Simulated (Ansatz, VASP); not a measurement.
**SrLiBr3: VASP beside Ansatz**

```
Li Sr Br
1.0
    -4.54639    0.04970    0.05800
     0.10818    0.05878   -8.21895
     0.09754   -8.50752    0.06185
Li Sr Br
2 2 6
Cartesian
  -2.0892 -5.0247 -3.5576
  -2.0053 -3.3985 -7.8695
  0.0462 -0.9416 -5.2321
  -0.0549 -7.4843 -1.0549
  -2.3478 -3.0193 -4.8713
  -2.3693 -5.2876 -1.0308
  0.1932 -6.3292 -3.9026
  -2.1597 -0.7115 -2.4681
  -1.9362 -7.8377 -6.8886
  0.1667 -2.0308 -7.8469
```

Change from the starting cell: cell x1, atoms moved at random (sigma 0.15 Å) and cell strained at random (1.5 %), then relaxed without symmetry.

Alike in both runs: task relaxation of cell and atoms; functional PBE; k mesh 4 × 2 × 2; occupations gaussian, width 0.1 eV; no spin polarisation.

```csv
,VASP,Ansatz
version,VASP 6.6.1,Ansatz 0.2.0
potentials or method,"VASP PAW PBE potentials, release 64 (Li_sv, Sr_sv, Br), cutoff 600 eV","scalar-relativistic, plane waves, PAW"
valence electrons in the cell,68,68
```

```tsv
	VASP	Ansatz	Ansatz less VASP
gap on the k mesh at the Fermi level, each at its own relaxed structure (eV)	4.26	4.26	+0.004
relaxed volume (Å³/atom)	31.28	31.20	-0.081
relaxed cell length with the largest relative difference (Å)	8.229	8.210	-0.0189
```

Noted on VASP's run: the cutoff is short for stress, so the pressure is rough.
